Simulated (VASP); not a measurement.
The system is CsCl.

```
CELL_PARAMETERS angstrom
4.14068 0.00000 0.00000
0.00000 4.14068 0.00000
0.00000 0.00000 4.14068
ATOMIC_POSITIONS crystal
Cs 0.00000 0.00000 0.00000
Cl 0.50000 0.50000 0.50000
```

Base run:

```yaml
Program: VASP 6.6.1
Functional: PBEsol
Potentials_or_basis: VASP PAW PBE potentials, release 64 (Cs_sv, Cl)
Cutoff: 500 eV
k_mesh: 4 × 4 × 4
Occupations: gaussian, width 0.01 eV
Spin: no spin polarisation
```

Its results: band gap on the k mesh 4.99 eV; pressure -0.8 GPa.

**Question.** The run is repeated on the same cell with these changes: functional from PBEsol to PBE-based screened hybrid with 15 % exact exchange; cutoff from 500 eV to 400 eV. What comes out?

**Answer.** Band gap on the k mesh 5.61 eV; pressure 0.6 GPa.

Caveats: the PAW data sets were made with another functional, which shifts forces and pressure a little; spin-orbit coupling is left out, which moves the levels of the heavy elements.

